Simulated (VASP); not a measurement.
Crystal: Ge.

```
Ge
1.0
     4.05019    0.00000    0.00000
    -2.02510    3.50757    0.00000
     0.00000    0.00000    6.68622
Ge
4
Direct
  0.33333 0.66667 0.93710
  0.66667 0.33333 0.43710
  0.33333 0.66667 0.56290
  0.66667 0.33333 0.06290
```

This isn't the form of Ge at room conditions, which is diamond.

Base run:

| Item | Value |
| --- | --- |
| Program | VASP 6.6.1 |
| Functional | PBEsol |
| Potentials or basis | VASP PAW PBE potentials, release 64 (Ge_d) |
| Cutoff | 520 eV |
| k mesh | 8 × 8 × 4 |
| Occupations | fermi-dirac, width 0.05 eV |
| Spin | no spin polarisation |

Its results: pressure -2.5 GPa; largest force 0.009 eV/Å.

Q: The run is repeated on the same cell with these changes: functional from PBEsol to LDA; potentials or basis from VASP PAW PBE potentials, release 64 (Ge_d) to VASP PAW LDA potentials, release 64 (Ge_d). What comes out?

A: Pressure -4.0 GPa; largest force 0.019 eV/Å.

Caveats: the PAW data sets were made with another functional, which shifts forces and pressure a little (at least some runs); the cell stands under tension (at least some runs).
